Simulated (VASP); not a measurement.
Input of a VASP 6.6.1 run:

File INCAR:

```
  PREC = Accurate
  ENCUT = 520
  EDIFF = 1E-6
  ISMEAR = 0
  SIGMA = 0.15
  LREAL = False
  LASPH = True
  NELM = 80
  ALGO = Normal
  ISIF = 2
  LWAVE = False
  LCHARG = True
  LELF = True
  LVHAR = True
  NBANDS = 15
```

File KPOINTS:

```
regular mesh
0
Gamma
  18 18 18
```

The input POSCAR:

```
TaN
1.0
    0.0000000000      2.2323223663      2.1742693740
    2.2323223663      0.0000000000      2.1742693740
    2.2323223663      2.2323223663      0.0000000000
Ta N
1 1
Direct
    0.4989105691      0.5010894309      0.5010894309
    0.0140736932     -0.0140736932     -0.0140736932
```

Potentials or basis: VASP PAW LDA potentials, release 64 (Ta_pv, N).

Launch:

```bash
$ cat potpaw_LDA.64/Ta_pv/POTCAR potpaw_LDA.64/N/POTCAR > POTCAR
$ mpirun -np 1 vasp_std > vasp.out
```

(1) Estimate the largest force.

(2) What does it give for the pressure?

Answers

(1) 0.356 eV/Å.

(2) -14.8 GPa.

Caveat: the cell differs from its parent crystal (atoms displaced along a vibrational mode, the cell strained); the cell stands under tension.
